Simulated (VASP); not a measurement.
The system is InPtCl3.

```
CELL_PARAMETERS angstrom
4.69444 0.00000 0.00000
0.00000 4.69444 0.00000
0.00000 0.00000 4.69444
ATOMIC_POSITIONS crystal
In 0.50000 0.50000 0.50000
Pt 0.00000 0.00000 0.00000
Cl 0.00000 0.00000 0.50000
Cl 0.00000 0.50000 0.00000
Cl 0.50000 0.00000 0.00000
```

The cell was built from a structure type or drawn by symmetry, and may not be a known phase.

```yaml
Program: VASP 6.6.1
Task: relaxation of cell and atoms
Functional: PBE
Potentials_or_basis: VASP PAW PBE potentials, release 64 (In_d, Pt, Cl)
Cutoff: 600 eV
k_mesh: 4 × 4 × 4
Occupations: gaussian, width 0.1 eV
Spin: no spin polarisation
```

At the start: pressure 13.4 GPa; volume 20.69 Å³/atom.

**Question.** How do energy, volume and symmetry change on relaxing?

**Answer.** Over 3 steps the energy falls by 141.5 meV/atom and the volume is 24.67 Å³/atom (+19.2 %); space group Pm-3m (No. 221, to 0.1 Å) before and after.

The path:
| step | energy change (eV) | largest force (eV/Å) | pressure (GPa) | volume (Å³) |
| --- | --- | --- | --- | --- |
| 1 | 0.0000 | 0.0000 | 13.41 | 103.46 |
| 2 | -0.6385 | 0.0000 | -2.60 | 131.61 |
| 3 | -0.7076 | 0.0000 | 0.11 | 123.35 |

Final structure:
```
In Pt Cl
1.0
     4.97786    0.00000    0.00000
     0.00000    4.97786    0.00000
     0.00000    0.00000    4.97786
In Pt Cl
1 1 3
Direct
  0.50000 0.50000 0.50000
  0.00000 0.00000 0.00000
  0.00000 0.00000 0.50000
  0.00000 0.50000 0.00000
  0.50000 0.00000 0.00000
```

Caveat: the volume moved by over 15 % at a fixed basis, so the end points are rough.
